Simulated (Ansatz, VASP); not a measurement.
Two plane-wave programs on Hf2Si5

```
Si Hf
1.0
     3.65979    0.00000    0.00000
     0.00000    3.68253    0.00000
     0.00000    0.00000   29.60022
Si Hf
10 4
Direct
  0.25000 0.50000 0.25219
  0.75000 0.00000 0.25226
  0.25000 0.00000 0.34706
  0.75000 0.00000 0.40272
  0.25000 0.00000 0.50002
  0.75000 0.50000 0.49998
  0.25000 0.50000 0.59728
  0.75000 0.50000 0.65294
  0.25000 0.50000 0.74774
  0.75000 0.00000 0.74781
  0.75000 0.50000 0.32741
  0.25000 0.50000 0.42875
  0.75000 0.00000 0.57125
  0.25000 0.00000 0.67259
```

Alike in both runs: functional PBE; k mesh 10 × 10 × 1; occupations gaussian, width 0.1 eV; no spin polarisation.

Ansatz relaxed the structure, and its values are those at the end. VASP's run is a single point on that final structure, the one shown.

|  | VASP | Ansatz |
| --- | --- | --- |
| version | VASP 6.6.1 | Ansatz 0.2.0 |
| potentials or method | VASP PAW PBE potentials, release 64 (Si, Hf_pv), cutoff 400 eV | scalar-relativistic, plane waves, PAW |
| valence electrons in the cell | 80 | 144 |

Ansatz gave:

```
gap on the k mesh at the Fermi level (eV)  : none
rms of the force components (eV/Å)         : 0.001
work function, face that differs most (eV) : 5.23
```

**Question.** Estimate VASP's values.

**Answer.** gap on the k mesh at the Fermi level (eV): none; rms of the force components (eV/Å): 0.006; work function, face that differs most (eV): 5.23.

A gap of «none» marks a metal or a gap that the smearing closes. VASP's potentials hold 80 valence electrons a cell and Ansatz's 144, so a difference there can come from the potentials and not from the codes. Ansatz's warnings: xc potential rough in thin density.

Neither program's run includes spin-orbit coupling.
